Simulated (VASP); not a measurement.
# Pt (Fmmm) in VASP: notebook

Pt is run at these levels: PBEsol; tasks: single point.

Everything below comes from runs of VASP 6.6.1. Logs are shortened: lines on timing, memory, paths and dates and some standing lists are left out, and cuts for length are marked.

## 1. The cell of the first run

The structure is orthorhombic, space group Fmmm (No. 69). Conventional cell: a = 3.121 Å, b = 3.752 Å, c = 5.076 Å, α = 90.00°, β = 90.00°, γ = 90.00°. Within 3.2 Å of Pt (site symmetry mmm) lie 14 Pt at 2.44 to 3.16 Å.

## 2. Single point, PBEsol (engineering shear strain xz -0.3000, engineering shear strain yz +0.0000)

Input file INCAR:

```
ALGO = Fast ; EDIFF = 1E-7
ENCUT = 520 ; GGA = PS
ISIF = 2 ; ISMEAR = 0
LASPH = T ; LCHARG = F
LREAL = F ; LWAVE = F
NBANDS = 11 ; NELM = 60
PREC = Accurate ; SIGMA = 0.15
```

Input file KPOINTS:

```
k-points
0
Gamma
  20 20 20
```

Input file POSCAR:

```
Pt
1.0
   -1.7945086294      1.5604422864      1.7945086294
    1.3263759434     -1.5604422864      1.3263759434
    1.7945086294      1.5604422864     -1.7945086294
Pt
1
Direct
    0.0000000000      0.0000000000      0.0000000000
```

Potentials or basis: VASP PAW PBE potentials, release 64 (Pt).

Run with:

```
> cat potpaw_PBE.64/Pt/POTCAR > POTCAR
> mpirun -np 1 vasp_std > vasp.out
```

OUTCAR:

```text
EDIFF = 1E-7
   ENCUT = 520
   GGA = PS
   ISIF = 2
   ISMEAR = 0
   LASPH = T
   LREAL = F
   NELM = 60
   PREC = Accurate

 ion  position               nearest neighbor table
   1  0.000  0.000  0.000-

  LATTYP: Found a face centered orthorhombic cell.
 ALAT       =     3.1208845728
 B/A-ratio  =     1.2020815280
 C/A-ratio  =     1.6263455968

  Lattice vectors:

 A1 = (   3.1208845728,   0.0000000000,  -0.4681326860)
 A2 = (   1.7945086294,   1.5604422864,  -1.7945086294)
 A3 = (   1.3263759434,   1.5604422864,   1.3263759434)

Analysis of symmetry for initial positions (statically):
=====================================================================
 Subroutine PRICEL returns:
 Original cell was already a primitive cell.

 Routine SETGRP: Setting up the symmetry group for a
 face centered orthorhombic supercell.

 Subroutine GETGRP returns: Found  8 space group operations
 (whereof  8 operations were pure point group operations)
 out of a pool of  8 trial point group operations.

The static configuration has the point symmetry D_2h.

Analysis of symmetry for dynamics (positions and initial velocities):
=====================================================================
 Subroutine PRICEL returns:
 Original cell was already a primitive cell.

 Routine SETGRP: Setting up the symmetry group for a
 face centered orthorhombic supercell.

 Subroutine GETGRP returns: Found  8 space group operations
 (whereof  8 operations were pure point group operations)
 out of a pool of  8 trial point group operations.

The dynamic configuration has the point symmetry D_2h.

 Subroutine INISYM returns: Found  8 space group operations
 (whereof  8 operations are pure point group operations),
 and found     1 'primitive' translations

----------------------------------------------------------------------------------------

                                     Primitive cell

  volume of cell :      14.8566

  direct lattice vectors                    reciprocal lattice vectors
    -1.794508629  1.560442286  1.794508629     0.049169613  0.320421975  0.327797417
     1.326375943 -1.560442286  1.326375943     0.376967030  0.000000000  0.376967030
     1.794508629  1.560442286 -1.794508629     0.327797417  0.320421975  0.049169613

  length of vectors
     2.979178170  2.439984921  2.979178170     0.461019566  0.533111886  0.461019566

  position of ions in fractional coordinates (direct lattice)
     0.000000000  0.000000000  0.000000000

  ion indices of the primitive-cell ions
   primitive index   ion index
                 1           1

----------------------------------------------------------------------------------------

 KPOINTS: k-points

Automatic generation of k-mesh.
 Grid dimensions read from file:
 generate k-points for:   20   20   20

 Generating k-lattice:

  Cartesian coordinates                     Fractional coordinates (reciprocal lattice)
     0.002458481  0.016021099  0.016389871     0.050000000 -0.000000000  0.000000000
     0.018848351  0.000000000  0.018848351     0.000000000  0.050000000  0.000000000
     0.016389871  0.016021099  0.002458481     0.000000000 -0.000000000  0.050000000

  Length of vectors
     0.023050978  0.026655594  0.023050978

  Shift w.r.t. Gamma in fractional coordinates (k-lattice)
     0.000000000  0.000000000  0.000000000

 Subroutine IBZKPT returns following result:
 ===========================================

 Found   1166 irreducible k-points:

 Following reciprocal coordinates:
            Coordinates               Weight
  0.000000  0.000000  0.000000      1.000000
  0.050000 -0.000000  0.000000      8.000000
  0.100000 -0.000000  0.000000      8.000000
  0.150000 -0.000000  0.000000      8.000000
  0.200000 -0.000000  0.000000      8.000000
  0.250000 -0.000000  0.000000      8.000000
[... 16 lines left out ...]
 -0.450000  0.050000 -0.000000      8.000000
 -0.400000  0.050000  0.000000      8.000000
 [... further k-points ...]
   k-points           NKPTS =   1166   k-points in BZ     NKDIM =   1166   number of bands    NBANDS=     11
   number of dos      NEDOS =    301   number of ions     NIONS =      1
   total plane-waves  NPLWV =  10368
   dimension x,y,z NGX =    24 NGY =   18 NGZ =   24
   dimension x,y,z NGXF=    48 NGYF=   36 NGZF=   48
   ions per type =               1
   NGX,Y,Z   is equivalent  to a cutoff of  13.39, 12.26, 13.39 a.u.
   NGXF,Y,Z  is equivalent  to a cutoff of  26.79, 24.53, 26.79 a.u.
 SYSTEM =  unknown system
   PREC   = accura    normal or accurate (medium, high low for compatibility)
   ISTART =      0    job   : 0-new  1-cont  2-samecut
   ICHARG =      2    charge: 1-file 2-atom 10-const
   ISPIN  =      1    spin polarized calculation?
   LNONCOLLINEAR =      F non collinear calculations
   LSORBIT =      F    spin-orbit coupling
   LASPH  =      T    aspherical Exc in radial PAW
   ENCUT  =  520.0 eV  38.22 Ry    6.18 a.u.   5.54  4.54  5.54*2*pi/ulx,y,z
   NELM   =     60;   NELMIN=  2; NELMDL= -5     # of ELM steps
   EDIFF  = 0.1E-06   stopping-criterion for ELM
   LREAL  =      F    real-space projection
   EDIFFG = 0.1E-05   stopping-criterion for IOM
   NSW    =      0    number of steps for IOM
   IBRION =     -1    ionic relax: 0-MD 1-quasi-New 2-CG
   NFREE  =      0    steps in history (QN), initial steepest desc. (CG)
   ISIF   =      2    stress and relaxation
   ISYM   =      2    0-nonsym 1-usesym 2-fastsym
   POTIM  = 0.5000    time-step for ionic-motion
   TEBEG  =    0.0;   TEEND  =   0.0 temperature during run
   PSTRESS=    0.0 pullay stress
   NELECT =      10.0000    total number of electrons
   NUPDOWN=      -1.0000    fix difference up-down
   EMIN   =  10.00;   EMAX   =-10.00  energy-range for DOS
   EFERMI =   0.00;   METHOD = LEGACY
   ISMEAR =     0;   SIGMA  =   0.15  broadening in eV -4-tet -1-fermi 0-gaus
   EFERMI_NEDOS =   21; number of points for ismear=-14 and -15
   IALGO  =     68    algorithm
   IMIX   =      4    mixing-type and parameters
     AMIX     =   0.40;   BMIX     =  1.00
     AMIX_MAG =   1.60;   BMIX_MAG =  1.00
  volume/ion in A,a.u.               =      14.86       100.26
  Fermi-wavevector in a.u.,A,eV,Ry     =   1.434723  2.711234 28.006660  2.058431
  Thomas-Fermi vector in A             =   2.554101
   LORBIT       =      0    0 simple, 1 ext, 2 COOP (PROOUT), +10 PAW based schemes
   GGA     = PS    functional components
   LHFCALC =     F    Hartree Fock is set to
   AEXX    =    0.0000 exact exchange contribution
   IVDW    =     0    specifies the selected vdW correction
   LEPSILON=     F    determine dielectric tensor
   LRPA    =     F    only Hartree local field effects (RPA)
 non-spin polarized calculation
 RMM-DIIS sequential band-by-band and
 Gauss-broadening in eV      SIGMA  =   0.15
  energy-cutoff  :      520.00
  volume of cell :       14.86
 maximum number of plane-waves:       414
 NGX is ok and might be reduce to    24
   NGX = 11   NGY =  9   NGZ = 11

 number of electron      10.0000000 magnetization

 Free energy of the ion-electron system (eV)
  ---------------------------------------------------
  ext. energy  EPLUGINS =         0.00000000
  ---------------------------------------------------
  free energy    TOTEN  =        -6.11894044 eV

  energy without entropy =       -6.10079767  energy(sigma->0) =       -6.10986905

 E-fermi :  11.2407     XC(G=0): -13.6414

 val. band max:       11.2398021663   @ k =  -0.3000  -0.4500   0.1000
 cond. band min:      11.2409187927   @ k =  -0.4500  -0.4500   0.1500
 fundamental gap:      0.0011166264
 Fermi energy:        11.2406952655

 k-point     1 :       0.0000    0.0000    0.0000
  band No.  band energies     occupation
      1       0.9243      2.00000
      2       4.8009      2.00000
      3       6.2726      2.00000
      4       9.4975      2.00000
      5      10.4635      2.00000
      6      11.5000      0.01450
      7      24.7800      0.00000
      8      28.8412      0.00000
      9      30.8399      0.00000
     10      37.1497      0.00000
     11      37.3398      0.00000

 k-point     2 :       0.0500   -0.0000    0.0000
  band No.  band energies     occupation
      1       1.0386      2.00000
      2       4.8605      2.00000
      3       6.3185      2.00000
      4       9.4489      2.00000
      5      10.4054      2.00000
      6      11.4358      0.06584
      7      24.9355      0.00000
      8      28.9433      0.00000
      9      30.9010      0.00000
     10      36.0507      0.00000
     11      36.9621      0.00000

 k-point     3 :       0.1000   -0.0000    0.0000
  band No.  band energies     occupation
      1       1.3694      2.00000
      2       5.0280      2.00000
      3       6.4607      2.00000
      4       9.2680      2.00000
      5      10.3088      2.00000
      6      11.2608      0.84968
      7      25.3293      0.00000
      8      29.1831      0.00000
      9      30.9233      0.00000
     10      34.6145      0.00000
     11      35.7692      0.00000

 k-point     4 :       0.1500   -0.0000    0.0000
  band No.  band energies     occupation
      1       1.8776      2.00000
      2       5.2719      2.00000
      3       6.7015      2.00000
      4       8.9590      2.00000
      5      10.2861      2.00000
      6      11.0215      1.96120
      7      25.7528      0.00000
      8      29.1612      0.00000
      9      30.6315      0.00000
     10      33.4188      0.00000
     11      35.3318      0.00000

 k-point     5 :       0.2000   -0.0000    0.0000
  band No.  band energies     occupation
      1       2.4885      2.00000
      2       5.5481      2.00000
      3       6.9923      2.00000
      4       8.7221      2.00000
      5      10.3233      2.00000
      6      10.7914      1.99998
      7      25.8628      0.00000
      8      28.0446      0.00000
      9      30.5692      0.00000
     10      32.9849      0.00000
     11      35.7838      0.00000
[... 211 lines left out ...]
 k-point    21 :       0.4500    0.0500    0.0000
  band No.  band energies     occupation
      1       4.0463      2.00000
      2       5.3335      2.00000
      3       9.4203      2.00000
      4      10.6548      2.00000
      5      10.8006      1.99997
      6      12.5964      0.00000
      7      19.0794      0.00000
      8      22.6272      0.00000
      9      30.4231      0.00000
     10      33.6794      0.00000
     11      35.6201      0.00000

 k-point    22 :       0.5000    0.0500    0.0000
  band No.  band energies     occupation
      1       4.0283      2.00000
      2       5.3446      2.00000
      3       9.6151      2.00000
      4      10.4403      2.00000
      5      11.1049      1.79945
      6      12.0951      0.00000
      7      19.1548      0.00000
      8      22.7134      0.00000
      9      30.3594      0.00000
     10      33.7184      0.00000
     11      35.6637      0.00000

 k-point    23 :      -0.4500    0.0500   -0.0000
  band No.  band energies     occupation
      1       4.0065      2.00000
      2       5.4361      2.00000
      3       9.6047      2.00000
      4      10.0872      2.00000
      5      10.8171      1.99993
      6      11.5413      0.00459
      7      19.9450      0.00000
      8      23.2546      0.00000
      9      30.7044      0.00000
     10      33.4327      0.00000
     11      36.0665      0.00000

 k-point    24 :      -0.4000    0.0500    0.0000
  band No.  band energies     occupation
      1       3.9343      2.00000
      2       5.5997      2.00000
      3       8.8287      2.00000
      4      10.1122      2.00000
      5      10.2149      2.00000
      6      11.1828      1.41471
      7      21.2830      0.00000
      8      24.0456      0.00000
      9      31.2046      0.00000
     10      32.8993      0.00000
     11      36.7703      0.00000

 [... further k-points ...]

------------------------ aborting loop because EDIFF is reached ----------------------------------------

  FORCE on cell =-STRESS in cart. coord.  units (eV):
  Direction    XX          YY          ZZ          XY          YZ          ZX
  --------------------------------------------------------------------------------------
  -------------------------------------------------------------------------------------
  Total        2.2277239      5.1442539      2.2277239      0.0000000      0.0000000      4.1767081
  in kB      240.2437295    554.7701578    240.2437295      0.0000000      0.0000000    450.4274166
  external PRESSURE =     345.0858723 kB  Pullay stress =       0.0000000 kB

 VOLUME and BASIS-vectors are now :
 -----------------------------------------------------------------------------
  energy-cutoff  :      520.00
  volume of cell :       14.86
      direct lattice vectors                 reciprocal lattice vectors
    -1.794508629  1.560442286  1.794508629     0.049169613  0.320421975  0.327797417
     1.326375943 -1.560442286  1.326375943     0.376967030  0.000000000  0.376967030
     1.794508629  1.560442286 -1.794508629     0.327797417  0.320421975  0.049169613

 POSITION                                       TOTAL-FORCE (eV/Angst)
 -----------------------------------------------------------------------------------
      0.00000      0.00000      0.00000        -0.000000      0.000000     -0.000000
 -----------------------------------------------------------------------------------
    total drift:                                0.000000      0.000000     -0.000000

  FREE ENERGIE OF THE ION-ELECTRON SYSTEM (eV)
  ---------------------------------------------------
  free  energy   TOTEN  =        -6.1189404400 eV

  energy  without entropy=       -6.1007976679  energy(sigma->0) =       -6.10986905
```

Run time: 2 min. Hardware: 1 thread of Intel Xeon Platinum 8375C at 2.90GHz (Ice Lake), shared host; peak memory 0.3 GiB.

What came out:

```
Free energy            : -6.1189 eV
Pressure               : 34.5 GPa
Band gap on the k mesh : zero (bands 5 and 6 overlap by 5.09 eV)
```

Stress tensor (GPa, compression positive):
```
24.02  0.00 45.04
 0.00 55.48  0.00
45.04  0.00 24.02
```

Caveat: the cell differs from its parent crystal (engineering shear strain xz -0.3000, engineering shear strain yz +0.0000); the cell stands under pressure; the PAW data sets were made with another functional, which shifts forces and pressure a little; spin-orbit coupling is left out, which moves the levels of the heavy elements.

## 3. Single point, PBEsol (engineering shear strain xz -0.2250, engineering shear strain yz +0.0000)

Input file INCAR:

```
PREC = Accurate
ENCUT = 520
EDIFF = 1E-6
ISMEAR = 0
SIGMA = 0.15
LREAL = F
LASPH = T
NELM = 60
ALGO = Fast
ISIF = 2
LWAVE = F
LCHARG = F
GGA = PS
NBANDS = 11
```

Input file KPOINTS:

```
Automatic mesh
0
Gamma
  20 20 20
```

Input file POSCAR:

```
Pt
1.0
   -1.7359920436      1.5604422864      1.7359920436
    1.3848925292     -1.5604422864      1.3848925292
    1.7359920436      1.5604422864     -1.7359920436
Pt
1
Direct
    0.0000000000      0.0000000000      0.0000000000
```

Potentials or basis: VASP PAW PBE potentials, release 64 (Pt).

Run with:

```
> cat potpaw_PBE.64/Pt/POTCAR > POTCAR
> mpirun -np 1 vasp_std > vasp.out
```

Wall time 99 s (1 thread of Intel Xeon Platinum 8375C at 2.90GHz (Ice Lake), shared host); peak memory 0.3 GiB.

The run converged. Its results:

```
Free energy            : -6.4320 eV
Pressure               : 19.5 GPa
Band gap on the k mesh : zero (bands 5 and 6 overlap by 4.19 eV)
```

Stress tensor (GPa, compression positive):
```
14.63  0.00 37.81
 0.00 29.27  0.00
37.81  0.00 14.63
```

Levels at points of the mesh, in eV from the Fermi level:
| k point | band 3 | band 4 | band 5 | band 6 | band 7 | band 8 |
| --- | --- | --- | --- | --- | --- | --- |
| (0.00, 0.00, 0.00) | -4.46 | -2.13 | -0.85 | -0.13 | 14.62 | 17.40 |
| (0.50, 0.00, 0.00) | -1.13 | -0.62 | 0.17 | 0.74 | 7.37 | 11.83 |
| (0.00, 0.50, 0.00) | -2.04 | -1.62 | 2.10 | 2.54 | 10.00 | 11.98 |
| (0.50, 0.00, 0.50) | -1.32 | 0.00 | 0.23 | 0.53 | 4.09 | 15.07 |
| (0.50, 0.50, 0.50) | -0.97 | 0.30 | 2.38 | 7.72 | 8.02 | 8.54 |

Caveat: the cell differs from its parent crystal (engineering shear strain xz -0.2250, engineering shear strain yz +0.0000); the cell stands under pressure; the PAW data sets were made with another functional, which shifts forces and pressure a little; spin-orbit coupling is left out, which moves the levels of the heavy elements.

## 4. Single point, PBEsol (engineering shear strain xz -0.1500, engineering shear strain yz +0.0000)

Input file INCAR:

```
SYSTEM = Pt
PREC = Accurate
ENCUT = 520
EDIFF = 1E-6
ISMEAR = 0
SIGMA = 0.15
LREAL = .FALSE.
LASPH = .TRUE.
NELM = 80
ALGO = Fast
ISIF = 2
LWAVE = .FALSE.
LCHARG = .TRUE.
GGA = PS
LELF = .TRUE.
LVHAR = .TRUE.
NBANDS = 11
```

Input file KPOINTS:

```
Automatic mesh
0
G
  20 20 20
  0 0 0
```

Input file POSCAR:

```
Pt
1.0
   -1.6774754579      1.5604422864      1.6774754579
    1.4434091149     -1.5604422864      1.4434091149
    1.6774754579      1.5604422864     -1.6774754579
Pt
1
Direct
    0.0000000000      0.0000000000      0.0000000000
```

Run with:

```
> cat potpaw_PBE.64/Pt/POTCAR > POTCAR
> mpirun -np 1 vasp_std > vasp.out
```

It took 1.8 min on 1 thread of Intel Xeon Platinum 8375C at 2.90GHz (Ice Lake), shared host; peak memory 0.3 GiB.

It converged, with:

- Free energy: -6.6694 eV
- Pressure: 8.6 GPa
- Band gap on the k mesh: zero (bands 5 and 6 overlap by 3.36 eV)

Stress tensor (GPa, compression positive):
```
 6.78  0.00 26.27
 0.00 12.12  0.00
26.27  0.00  6.78
```

Levels at points of the mesh, in eV from the Fermi level:
| k point | band 1 | band 2 | band 3 | band 4 | band 5 | band 6 | band 7 | band 8 | band 9 | band 10 |
| --- | --- | --- | --- | --- | --- | --- | --- | --- | --- | --- |
| (0.00, 0.00, 0.00) | -10.00 | -4.88 | -4.06 | -2.60 | -0.93 | -0.56 | 15.56 | 17.24 | 18.36 | 26.65 |
| (0.50, 0.00, 0.00) | -7.00 | -5.38 | -1.09 | -0.67 | 0.15 | 0.98 | 6.99 | 12.47 | 17.33 | 24.06 |
| (0.00, 0.50, 0.00) | -6.92 | -4.85 | -1.58 | -1.53 | 1.36 | 2.02 | 8.78 | 12.39 | 15.22 | 22.04 |
| (0.50, 0.00, 0.50) | -7.36 | -5.86 | -0.88 | -0.44 | 0.01 | 0.69 | 4.88 | 14.39 | 17.33 | 25.65 |
| (0.50, 0.50, 0.50) | -6.66 | -6.42 | -0.42 | 0.47 | 1.76 | 7.73 | 7.83 | 8.14 | 13.93 | 19.68 |

Caveat: the cell differs from its parent crystal (engineering shear strain xz -0.1500, engineering shear strain yz +0.0000); the cell stands under pressure; the PAW data sets were made with another functional, which shifts forces and pressure a little; spin-orbit coupling is left out, which moves the levels of the heavy elements.

## 5. Summary

```csv
cell,further INCAR settings,gap on the mesh (eV),pressure (GPa)
"a = 2.979, b = 2.440 Å, angles 109.6, 116.8, 109.6°, 1 atom",ALGO = Fast; EDIFF = 1e-07; NBANDS = 11,none,34.5
"a = 2.909, b = 2.504 Å, angles 109.5, 115.1, 109.5°, 1 atom",ALGO = Fast; EDIFF = 1e-06; NBANDS = 11,none,19.5
"a = 2.840, b = 2.569 Å, angles 109.5, 113.3, 109.5°, 1 atom",ALGO = Fast; EDIFF = 1e-06; NBANDS = 11,none,8.6
```

Alike in all rows: task single point; level PBEsol; potentials or basis VASP PAW PBE potentials, release 64 (Pt); no spin polarisation; k mesh 20 × 20 × 20; cutoff (eV) 520; smearing gaussian 0.15 eV.

Caveats: the cell stands under pressure; the PAW data sets were made with another functional, which shifts forces and pressure a little; spin-orbit coupling is left out, which moves the levels of the heavy elements.

Total energies depend on the potentials used, so only differences within one code and one set of settings carry meaning.
